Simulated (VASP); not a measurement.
# Te (P3_121) in VASP: notebook

The runs below take Te through relaxation of cell and atoms, with PBE.

Everything below comes from runs of VASP 6.6.1. Logs are shortened: lines on timing, memory, paths and dates and some standing lists are left out, and cuts for length are marked.

### Step 1. The cell of the first run

The structure is trigonal, space group P3_121 (No. 152). The conventional cell has a = 3.975 Å, b = 3.975 Å, c = 5.823 Å, α = 90.00°, β = 90.00°, γ = 120.00°. Within 3.8 Å of Te (site symmetry 2) lie 6 Te at 2.85 to 3.09 Å.

### Step 2. Relaxation of cell and atoms, PBE, target pressure 15 GPa, at which the enthalpy is minimised

The input, INCAR:

```
SYSTEM = Te
  ALGO = Normal
  EDIFF = 1E-6
  EDIFFG = -0.008
  ENCUT = 600
  GGA = PE
  IBRION = 2
  ISIF = 3
  ISMEAR = 0
  LASPH = .TRUE.
  LCHARG = .FALSE.
  LREAL = .FALSE.
  LWAVE = .FALSE.
  NELM = 100
  NSW = 70
  PREC = Accurate
  PSTRESS = 150.0
  SIGMA = 0.1
```

The input, KPOINTS:

```
k-points
0
G
  12 12 8
  0 0 0
```

The input, POSCAR:

```
Te
1.0
    3.9754643902      0.0000000000      0.0000000000
   -1.9877321951      3.4428531537      0.0000000000
    0.0000000000      0.0000000000      5.8227494125
Te
3
Direct
    0.6975906576      0.0000000000      0.3333333333
    0.0000000000      0.6975906576      0.6666666667
    0.3024093424      0.3024093424      0.0000000000
```

Potentials or basis: VASP PAW PBE potentials, release 64 (Te).

Command:

```
> cat potpaw_PBE.64/Te/POTCAR > POTCAR
> mpirun -np 1 vasp_std > vasp.out
```

OUTCAR:

```text
SYSTEM = Te
   EDIFF = 1E-6
   EDIFFG = -0.008
   ENCUT = 600
   GGA = PE
   IBRION = 2
   ISIF = 3
   ISMEAR = 0
   LASPH = .TRUE.
   LREAL = .FALSE.
   NELM = 100
   NSW = 70
   PREC = Accurate
   PSTRESS = 150.0

 ion  position               nearest neighbor table
   1  0.698  0.000  0.333-   3 2.85   2 2.85   3 3.09   3 3.09   2 3.09   2 3.09
   2  0.000  0.698  0.667-   3 2.85   1 2.85   3 3.09   3 3.09   1 3.09   1 3.09
   3  0.302  0.302  0.000-   2 2.85   1 2.85   1 3.09   2 3.09   2 3.09   1 3.09

  LATTYP: Found a hexagonal cell.
 ALAT       =     3.9754643902
 C/A-ratio  =     1.4646715053

  Lattice vectors:

 A1 = (   3.9754643902,   0.0000000000,   0.0000000000)
 A2 = (  -1.9877321951,   3.4428531537,   0.0000000000)
 A3 = (   0.0000000000,   0.0000000000,   5.8227494125)

Analysis of symmetry for initial positions (statically):
=====================================================================
 Subroutine PRICEL returns:
 Original cell was already a primitive cell.

 Routine SETGRP: Setting up the symmetry group for a
 hexagonal supercell.

 Subroutine GETGRP returns: Found  6 space group operations
 (whereof  2 operations were pure point group operations)
 out of a pool of 24 trial point group operations.

The static configuration has the point symmetry C_2 .
 The point group associated with its full space group is D_3 .

Analysis of symmetry for dynamics (positions and initial velocities):
=====================================================================
 Subroutine PRICEL returns:
 Original cell was already a primitive cell.

 Routine SETGRP: Setting up the symmetry group for a
 hexagonal supercell.

 Subroutine GETGRP returns: Found  6 space group operations
 (whereof  2 operations were pure point group operations)
 out of a pool of 24 trial point group operations.

The dynamic configuration has the point symmetry C_2 .
 The point group associated with its full space group is D_3 .

 Subroutine INISYM returns: Found  6 space group operations
 (whereof  2 operations are pure point group operations),
 and found     1 'primitive' translations

----------------------------------------------------------------------------------------

                                     Primitive cell

  volume of cell :      79.6956

  direct lattice vectors                    reciprocal lattice vectors
     3.975464390  0.000000000  0.000000000     0.251542940  0.145228384  0.000000000
    -1.987732195  3.442853154  0.000000000     0.000000000  0.290456768  0.000000000
     0.000000000  0.000000000  5.822749413     0.000000000  0.000000000  0.171740174

  length of vectors
     3.975464390  3.975464390  5.822749413     0.290456768  0.290456768  0.171740174

  position of ions in fractional coordinates (direct lattice)
     0.697590658  0.000000000  0.333333333
     0.000000000  0.697590658  0.666666667
     0.302409342  0.302409342  0.000000000

  ion indices of the primitive-cell ions
   primitive index   ion index
                 1           1
                 2           2
                 3           3

----------------------------------------------------------------------------------------

 KPOINTS: k-points

Automatic generation of k-mesh.
 Grid dimensions read from file:
 generate k-points for:   12   12    8

 Generating k-lattice:

  Cartesian coordinates                     Fractional coordinates (reciprocal lattice)
     0.020961912  0.012102365  0.000000000     0.083333333  0.000000000  0.000000000
     0.000000000  0.024204731  0.000000000     0.000000000  0.083333333  0.000000000
     0.000000000  0.000000000  0.021467522     0.000000000  0.000000000  0.125000000

  Length of vectors
     0.024204731  0.024204731  0.021467522

  Shift w.r.t. Gamma in fractional coordinates (k-lattice)
     0.000000000  0.000000000  0.000000000

 Subroutine IBZKPT returns following result:
 ===========================================

 Found    131 irreducible k-points:

 Following reciprocal coordinates:
            Coordinates               Weight
  0.000000  0.000000  0.000000      1.000000
  0.083333 -0.000000  0.000000      6.000000
  0.166667  0.000000  0.000000      6.000000
  0.250000 -0.000000  0.000000      6.000000
  0.333333  0.000000  0.000000      6.000000
  0.416667 -0.000000  0.000000      6.000000
[... 16 lines left out ...]
  0.166667  0.000000  0.125000      6.000000
  0.000000  0.166667  0.125000      6.000000
 [... further k-points ...]
   k-points           NKPTS =    131   k-points in BZ     NKDIM =    131   number of bands    NBANDS=     13
   number of dos      NEDOS =    301   number of ions     NIONS =      3
   total plane-waves  NPLWV =  49152
   dimension x,y,z NGX =    32 NGY =   32 NGZ =   48
   dimension x,y,z NGXF=    64 NGYF=   64 NGZF=   96
   ions per type =               3
   NGX,Y,Z   is equivalent  to a cutoff of  13.38, 13.38, 13.70 a.u.
   NGXF,Y,Z  is equivalent  to a cutoff of  26.76, 26.76, 27.41 a.u.
 SYSTEM =  Te
   PREC   = accura    normal or accurate (medium, high low for compatibility)
   ISTART =      0    job   : 0-new  1-cont  2-samecut
   ICHARG =      2    charge: 1-file 2-atom 10-const
   ISPIN  =      1    spin polarized calculation?
   LNONCOLLINEAR =      F non collinear calculations
   LSORBIT =      F    spin-orbit coupling
   LASPH  =      T    aspherical Exc in radial PAW
   ENCUT  =  600.0 eV  44.10 Ry    6.64 a.u.   7.94  7.94 11.63*2*pi/ulx,y,z
   NELM   =    100;   NELMIN=  2; NELMDL= -5     # of ELM steps
   EDIFF  = 0.1E-05   stopping-criterion for ELM
   LREAL  =      F    real-space projection
   EDIFFG = -.8E-02   stopping-criterion for IOM
   NSW    =     70    number of steps for IOM
   IBRION =      2    ionic relax: 0-MD 1-quasi-New 2-CG
   NFREE  =      1    steps in history (QN), initial steepest desc. (CG)
   ISIF   =      3    stress and relaxation
   ISYM   =      2    0-nonsym 1-usesym 2-fastsym
   POTIM  = 0.5000    time-step for ionic-motion
   TEBEG  =    0.0;   TEEND  =   0.0 temperature during run
   PSTRESS=  150.0 pullay stress
   NELECT =      18.0000    total number of electrons
   NUPDOWN=      -1.0000    fix difference up-down
   EMIN   =  10.00;   EMAX   =-10.00  energy-range for DOS
   EFERMI =   0.00;   METHOD = LEGACY
   ISMEAR =     0;   SIGMA  =   0.10  broadening in eV -4-tet -1-fermi 0-gaus
   EFERMI_NEDOS =   21; number of points for ismear=-14 and -15
   IALGO  =     38    algorithm
   IMIX   =      4    mixing-type and parameters
     AMIX     =   0.40;   BMIX     =  1.00
     AMIX_MAG =   1.60;   BMIX_MAG =  1.00
  volume/ion in A,a.u.               =      26.57       179.27
  Fermi-wavevector in a.u.,A,eV,Ry     =   0.996982  1.884024 13.523837  0.993974
  Thomas-Fermi vector in A             =   2.129108
   LORBIT       =      0    0 simple, 1 ext, 2 COOP (PROOUT), +10 PAW based schemes
   GGA     = PE    functional components
   LHFCALC =     F    Hartree Fock is set to
   AEXX    =    0.0000 exact exchange contribution
   IVDW    =     0    specifies the selected vdW correction
   LEPSILON=     F    determine dielectric tensor
   LRPA    =     F    only Hartree local field effects (RPA)
 conjugate gradient relaxation of ions
 non-spin polarized calculation
 Gauss-broadening in eV      SIGMA  =   0.10
  energy-cutoff  :      600.00
  volume of cell :       79.70
 maximum number of plane-waves:      2685
   NGX = 15   NGY = 15   NGZ = 23

--------------------------------------- Ionic step        1  -------------------------------------------

 number of electron      18.0000000 magnetization

 Free energy of the ion-electron system (eV)
  ---------------------------------------------------
  ext. energy  EPLUGINS =         0.00000000
  ---------------------------------------------------
  free energy    TOTEN  =        -8.59022080 eV

  energy without entropy =       -8.58813222  energy(sigma->0) =       -8.58917651

------------------------ aborting loop because EDIFF is reached ----------------------------------------

  FORCE on cell =-STRESS in cart. coord.  units (eV):
  Direction    XX          YY          ZZ          XY          YZ          ZX
  --------------------------------------------------------------------------------------
  -------------------------------------------------------------------------------------
  Total        7.4647590      7.4647590      8.9278964      0.0000000      0.0000000      0.0000000
  in kB      150.0693171    150.0693171    179.4838000      0.0000000      0.0000000      0.0000000
  external PRESSURE =       9.8741448 kB  Pullay stress =     150.0000000 kB
[... 100 lines left out ...]
  energy  without entropy=       -8.7278087749  energy(sigma->0) =       -8.72934402

  enthalpy is  TOTEN    =        -1.1436510057 eV   P V=        7.5872282639

 E-fermi :  10.0492     XC(G=0): -10.5903

 val. band max:       10.0448660187   @ k =   0.4167  -0.0000   0.2500
 cond. band min:      10.0627043433   @ k =   0.1667   0.0000   0.2500
 fundamental gap:      0.0178383246
 Fermi energy:        10.0491630464

 k-point     1 :       0.0000    0.0000    0.0000
  band No.  band energies     occupation
      1      -5.4479      2.00000
      2      -1.8759      2.00000
      3      -1.8759      2.00000
      4       8.1862      2.00000
      5       8.1862      2.00000
      6       8.9465      2.00000
      7       9.1128      2.00000
      8       9.1128      2.00000
      9       9.2778      2.00000
     10      12.0385      0.00000
     11      12.0385      0.00000
     12      13.6564      0.00000
     13      14.3509      0.00000
[... 356 lines left out ...]
      2      -2.3724      2.00000
      3      -0.7757      2.00000
      4       5.6016      2.00000
      5       7.4161      2.00000
      6       7.8410      2.00000
      7       8.1755      2.00000
      8       9.0525      2.00000
      9       9.4744      2.00000
     10      11.8246      0.00000
     11      12.0115      0.00000
     12      13.0714      0.00000
     13      14.4683      0.00000

 [... further k-points ...]

[... ionic steps 4 to 30 ...]

--------------------------------------- Ionic step       31  -------------------------------------------

 number of electron      18.0000001 magnetization

------------------------ aborting loop because EDIFF is reached ----------------------------------------
[... 73 lines left out ...]
--------------------------------------- Ionic step       33  -------------------------------------------

 number of electron      18.0000001 magnetization

 Free energy of the ion-electron system (eV)
  ---------------------------------------------------
  ext. energy  EPLUGINS =         0.00000000
  ---------------------------------------------------
  free energy    TOTEN  =        -8.36081344 eV

  energy without entropy =       -8.35263295  energy(sigma->0) =       -8.35672320

 E-fermi :   9.8266     XC(G=0): -10.5322

 val. band max:        9.8255928524   @ k =   0.5000  -0.0000   0.0000
 cond. band min:       9.8267126137   @ k =   0.5000  -0.0000   0.0000
 fundamental gap:      0.0011197612
 Fermi energy:         9.8265752128

 k-point     1 :       0.0000    0.0000    0.0000
  band No.  band energies     occupation
      1      -5.5244      2.00000
      2      -2.0300      2.00000
      3      -2.0300      2.00000
      4       7.9041      2.00000
      5       7.9041      2.00000
      6       8.9408      2.00000
      7       8.9482      2.00000
      8       8.9482      2.00000
      9       8.9556      2.00000
     10      11.8087      0.00000
     11      11.8087      0.00000
     12      13.4296      0.00000
     13      14.1806      0.00000
[... 402 lines left out ...]
  energy  without entropy=       -8.3526329549  energy(sigma->0) =       -8.35672320

  enthalpy is  TOTEN    =        -1.2652564346 eV   P V=        7.0955570016

 reached required accuracy - stopping structural energy minimisation
```

Run time: 14 min. Hardware: 1 thread of Intel Xeon Platinum 8488C (Sapphire Rapids), shared host; peak memory 0.35 GiB.

What came out:

- Free energy: -8.3608 eV
- Relaxed volume: 25.26 Å³/atom
- Relaxed cell: a = 3.683 Å, b = 3.683 Å, c = 6.451 Å, α = 90.00°, β = 90.00°, γ = 120.00°
- Space group after relaxing (to 0.1 Å): R-3m (No. 166)
- Energy change on relaxing (the run minimises the enthalpy): +76.5 meV/atom
- Ionic steps: 33
- Pressure after relaxing: 15.0 GPa
- Largest force after relaxing: 0.005 eV/Å
- Band gap on the k mesh: zero (bands 9 and 10 overlap by 2.77 eV)

Forces in eV/Å, atoms in the order of the input:
```
Te   0.005  0.000  0.000
Te  -0.002  0.004  0.000
Te  -0.002 -0.004  0.000
```

The path:
```csv
step,energy change (eV),largest force (eV/Å),pressure (GPa),volume (Å³)
1,0.0000,0.2306,15.99,79.70
2,-0.1893,0.1194,12.61,81.58
3,-0.1407,0.1466,13.53,81.04
4,-0.0931,0.1466,13.83,80.32
5,0.0646,0.1867,14.90,78.05
6,0.5068,0.0484,18.23,73.13
7,0.2953,0.1291,16.58,75.22
8,0.3362,0.1151,16.81,74.78
9,0.2902,0.0645,15.35,75.20
10,0.2960,0.0727,15.59,75.13
11,0.2650,0.0739,15.28,75.45
12,0.2250,0.0748,14.87,75.87
13,0.2287,0.0700,14.99,75.82
14,0.2393,0.0571,15.34,75.70
15,0.2318,0.0522,15.25,75.78
16,0.2099,0.0380,15.00,76.01
17,0.1675,0.0112,14.51,76.46
18,0.1919,0.0264,14.73,76.20
19,0.1960,0.0291,14.80,76.15
20,0.1995,0.0228,14.88,76.11
21,0.2068,0.0099,15.05,76.04
22,0.2043,0.0065,14.99,76.06
23,0.1992,0.0006,14.87,76.11
24,0.2034,0.0033,14.90,76.07
25,0.2159,0.0115,15.03,75.94
26,0.2163,0.0123,15.02,75.93
27,0.2174,0.0146,14.94,75.92
28,0.2240,0.0138,15.02,75.85
29,0.2275,0.0133,15.06,75.81
30,0.2276,0.0117,15.04,75.81
31,0.2277,0.0094,15.00,75.81
32,0.2282,0.0083,15.00,75.80
33,0.2294,0.0046,15.03,75.79
```

Final structure:
```
Te
1.0
     3.68307    0.00000    0.00000
    -1.84154    3.18963    0.00000
     0.00000    0.00000    6.45142
Te
3
Direct
  0.66626 0.00000 0.33333
  0.00000 0.66626 0.66667
  0.33374 0.33375 0.00000
```

Levels at points of the mesh, in eV from the Fermi level:
| k point | band 5 | band 6 | band 7 | band 8 | band 9 | band 10 | band 11 | band 12 | band 13 |
| --- | --- | --- | --- | --- | --- | --- | --- | --- | --- |
| (0.00, 0.00, 0.00) | -1.92 | -0.89 | -0.88 | -0.88 | -0.87 | 1.98 | 1.98 | 3.60 | 4.35 |
| (0.50, 0.00, 0.00) | -5.90 | -5.90 | -3.67 | 0.00 | 0.00 | 0.29 | 0.30 | 1.83 | 2.60 |
| (0.00, 0.00, 0.50) | -1.37 | -1.37 | 0.58 | 0.59 | 0.59 | 0.60 | 2.00 | 2.00 | 3.72 |
| (0.50, 0.00, 0.50) | -3.93 | -3.93 | -2.70 | -2.70 | -1.71 | -1.71 | 2.67 | 3.11 | 3.11 |

Caveat: the cell is relaxed towards a set pressure, so the run minimises the enthalpy, not the energy; spin-orbit coupling is left out, which moves the levels of the heavy elements.

### Step 3. Relaxation of cell and atoms, PBE, target pressure 8 GPa, at which the enthalpy is minimised

This run uses another cell than the first one, of 29.19 Å³/atom.

The input, INCAR:

```
SYSTEM = Te
ALGO = Normal ; EDIFF = 1E-7
EDIFFG = -0.008 ; ENCUT = 600
GGA = PE ; IBRION = 2
ISIF = 3 ; ISMEAR = 0
LASPH = .True. ; LCHARG = .False.
LREAL = .False. ; LWAVE = .False.
NELM = 100 ; NSW = 70
PREC = Accurate ; PSTRESS = 80.0
SIGMA = 0.1
```

The input, KPOINTS:

```
k-points
0
Gamma
  12 12 8
  0 0 0
```

The input, POSCAR:

```
Te
1.0
    4.1711494580      0.0000000000      0.0000000000
   -2.0855747290      3.6123213936      0.0000000000
    0.0000000000      0.0000000000      5.8111352078
Te
3
Direct
    0.7123909867      0.0000000000      0.3333333333
    0.0000000000      0.7123909867      0.6666666667
    0.2876090133      0.2876090133      0.0000000000
```

Potentials or basis: VASP PAW PBE potentials, release 64 (Te).

Command:

```
> cat potpaw_PBE.64/Te/POTCAR > POTCAR
> mpirun -np 1 vasp_std > vasp.out
```

It took 9.6 min on 1 thread of Intel Xeon Platinum 8488C (Sapphire Rapids), shared host; peak memory 0.35 GiB.

It converged, with:

| Property | Result |
| --- | --- |
| Free energy | -9.0688 eV |
| Relaxed volume | 28.73 Å³/atom |
| Relaxed cell | a = 4.077 Å, b = 4.077 Å, c = 5.986 Å, α = 90.00°, β = 90.00°, γ = 120.00° |
| Space group after relaxing (to 0.1 Å) | P3_121 (No. 152) |
| Energy change on relaxing (the run minimises the enthalpy) | +7.9 meV/atom |
| Ionic steps | 14 |
| Pressure after relaxing | 8.0 GPa |
| Largest force after relaxing | 0.007 eV/Å |
| Band gap on the k mesh | zero (bands 9 and 10 overlap by 0.20 eV) |

Forces on the atoms (eV/Å):
```
Te   0.007  0.000  0.000
Te  -0.004  0.006  0.000
Te  -0.004 -0.006  0.000
```

The path:
```tsv
step	energy change (eV)	largest force (eV/Å)	pressure (GPa)	volume (Å³)
1	0.0000	0.3232	8.87	87.56
2	-0.1148	0.1210	6.32	89.56
3	-0.0938	0.1613	6.86	89.12
4	-0.0449	0.1118	7.42	87.76
5	0.0202	0.0686	8.13	86.30
6	0.0268	0.0656	8.20	86.17
7	0.0121	0.0314	7.80	86.45
8	0.0111	0.0290	7.77	86.47
9	0.0186	0.0164	7.89	86.30
10	0.0282	0.0018	8.05	86.10
11	0.0293	0.0003	8.06	86.08
12	0.0247	0.0046	7.98	86.17
13	0.0231	0.0063	7.95	86.20
14	0.0238	0.0071	7.99	86.19
```

Final structure:
```yaml
crystal:
  lattice:
    - [4.07747, 0.00000, 0.00000]
    - [-2.03874, 3.53119, 0.00000]
    - [0.00000, 0.00000, 5.98615]
  atoms:
    - { symbol: Te, position: [0.69610, 0.00000, 0.33333] }
    - { symbol: Te, position: [0.00000, 0.69610, 0.66667] }
    - { symbol: Te, position: [0.30390, 0.30390, 0.00000] }
```

Levels at points of the mesh, in eV from the Fermi level:
```csv
k point,band 5,band 6,band 7,band 8,band 9,band 10,band 11,band 12,band 13
"(0.00, 0.00, 0.00)",-2.20,-2.20,-1.72,-1.72,-1.37,1.29,1.29,2.22,4.70
"(0.50, 0.00, 0.00)",-5.09,-4.75,-4.17,-0.48,-0.44,0.43,0.47,1.97,4.05
"(0.00, 0.00, 0.50)",-2.50,-2.50,-0.88,-0.45,-0.45,0.16,0.63,0.63,3.34
"(0.50, 0.00, 0.50)",-3.68,-3.65,-3.06,-2.92,-0.50,-0.13,2.41,3.08,3.90
```

Caveat: the cell is relaxed towards a set pressure, so the run minimises the enthalpy, not the energy; spin-orbit coupling is left out, which moves the levels of the heavy elements.

The gap in the log of VASP goes by the Fermi energy; the results here count the filled bands.